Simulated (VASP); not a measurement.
Te2Pb, 3 atoms in the cell. Symmetry: I4/mmm, No. 139, tetragonal system. The conventional cell has a = 5.278 Å, b = 5.278 Å, c = 7.689 Å, α = 90.00°, β = 90.00°, γ = 90.00°. Within 4.3 Å of Pb (site symmetry 4/mmm) lie 8 Te at 3.26 Å. Within 4.3 Å of Te (site symmetry -4m2) lie 4 Pb at 3.26 Å and 6 Te at 3.73 to 3.84 Å. 

* Program: VASP 6.6.1
* Task: single point
* Functional: PBEsol
* Potentials or basis: VASP PAW PBE potentials, release 64 (Pb_d, Te)
* Cutoff: 520 eV
* k mesh: 8 × 8 × 8
* Occupations: gaussian, width 0.05 eV
* Spin: no spin polarisation
* Dipole correction: no
* Further INCAR settings: ALGO = Normal; EDIFF = 1e-07; NBANDS = 20

Potentials or basis: VASP PAW PBE potentials, release 64 (Pb_d, Te).

The run is started by

```console
$ cat potpaw_PBE.64/Pb_d/POTCAR potpaw_PBE.64/Te/POTCAR > POTCAR
$ mpirun -np 1 vasp_std > vasp.out
```

Hardware: 1 thread of Intel(R) Xeon(R) Platinum 8259CL CPU @ 2.50GHz (Skylake/Cascade Lake), on a shared host.

Problem. Estimate the wall time of this run.

Solution. It took 96 s on 1 thread of Intel(R) Xeon(R) Platinum 8259CL CPU @ 2.50GHz (Skylake/Cascade Lake), on a shared host, peak memory 0.31 GiB. Counts: scf iterations 15, k points 59.
